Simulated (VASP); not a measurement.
Runs of VASP 6.6.1 on SiC. The structure is that of space group P-6m2 (No. 187), or close to it. The cells are those of the table. 

| task | spin | cell | k mesh | cutoff (eV) | gap on the mesh (eV) | pressure (GPa) | moment (μB) |
| --- | --- | --- | --- | --- | --- | --- | --- |
| single point | off | a = 2.994, b = 2.994, c = 2.920 Å, angles 90.0, 90.0, 120.0°, 2 atoms | 6 × 6 × 6 | 520 | none | -27.1 | - |
| single point | collinear, ferromagnetic start | a = 2.994, b = 2.994, c = 2.920 Å, angles 90.0, 90.0, 120.0°, 2 atoms | 6 × 6 × 6 | 520 | none | -27.1 | 0.00 |
| single point | collinear, ferromagnetic start | a = 2.865, b = 2.865, c = 2.559 Å, angles 90.0, 90.0, 120.0°, 2 atoms | 6 × 6 × 6 | 520 | none | -0.1 | 0.00 |
| relaxation of cell and atoms | off | relaxed from a = 2.994, b = 2.994, c = 2.920 Å, angles 90.0, 90.0, 120.0°, 2 atoms | 6 × 6 × 6 | 600 | none | -0.3 | - |
| single point | off | a = 2.863, b = 2.863, c = 2.571 Å, angles 90.0, 90.0, 120.0°, 2 atoms | 24 × 24 × 22 | 520 | none | (a) | - |

Alike in all rows: level PBE; potentials or basis VASP PAW PBE potentials, release 64 (Si, C); smearing gaussian 0.1 eV.

Problem. Estimate the missing entries.

Solution. (a) 0.1.

Caveats: some runs use coarse meshes.

A gap of «none» marks levels without a gap at the run's occupations.
